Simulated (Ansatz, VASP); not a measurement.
## One calculation of TiNb3B, two programs

```
Ti Nb B
1.0
     4.39403    0.00000    0.00000
     0.00000    4.39403    0.00000
     0.00000    0.00000    4.39403
Ti Nb B
1 3 1
Cartesian
  0.0000 0.0000 0.0000
  0.0000 2.1970 2.1970
  2.1970 0.0000 2.1970
  2.1970 2.1970 0.0000
  2.1970 2.1970 2.1970
```

Alike in both runs: functional PBE; k mesh 8 × 8 × 8; occupations gaussian, width 0.1 eV; no spin polarisation.

Ansatz relaxed the structure, and its values are those at the end. VASP's run is a single point on that final structure, the one shown.

```csv
,VASP,Ansatz
version,VASP 6.6.1,Ansatz 0.2.0
potentials or method,"VASP PAW PBE potentials, release 64 (Ti_sv, Nb_sv, B), cutoff 520 eV","scalar-relativistic, plane waves, PAW"
valence electrons in the cell,54,54
```

Ansatz gave:

| Property | Result |
| --- | --- |
| gap on the k mesh at the Fermi level (eV) | none |
| pressure (GPa) | 0.0 |

**Question.** Which values does VASP return?

**Answer.** gap on the k mesh at the Fermi level (eV): none; pressure (GPa): -0.2.

A gap of «none» marks a metal or a gap that the smearing closes.
